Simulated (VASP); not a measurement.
The system is Tl.

```
Tl
1.0
    -1.91161    1.91161    1.91161
     1.91161   -1.91161    1.91161
     1.91161    1.91161   -1.91161
Tl
1
Direct
  0.00000 0.00000 0.00000
```

This isn't the form of Tl at room conditions, which is hcp.

```yaml
Program: VASP 6.6.1
Task: relaxation of cell and atoms
Functional: PBE
Potentials_or_basis: VASP PAW PBE potentials, release 64 (Tl_d)
Cutoff: 600 eV
k_mesh: 16 × 16 × 16
Occupations: gaussian, width 0.1 eV
Spin: no spin polarisation
```

At the start: pressure 4.2 GPa; volume 27.94 Å³/atom.

Task: Where does the relaxation end?

Result: Over 3 steps the energy falls by 39.2 meV/atom and the volume is 31.37 Å³/atom (+12.3 %); space group Im-3m (No. 229, to 0.1 Å) before and after.

The path:
```
step  energy change (eV)  largest force (eV/Å)  pressure (GPa)  volume (Å³)
   1              0.0000                0.0000            4.20        27.94
   2             -0.0389                0.0000            0.29        31.01
   3             -0.0392                0.0000           -0.04        31.37
```

Final structure:
```yaml
crystal:
  lattice:
    - [-1.98680, 1.98680, 1.98680]
    - [1.98680, -1.98680, 1.98680]
    - [1.98680, 1.98680, -1.98680]
  atoms:
    - { symbol: Tl, position: [0.00000, 0.00000, 0.00000] }
```
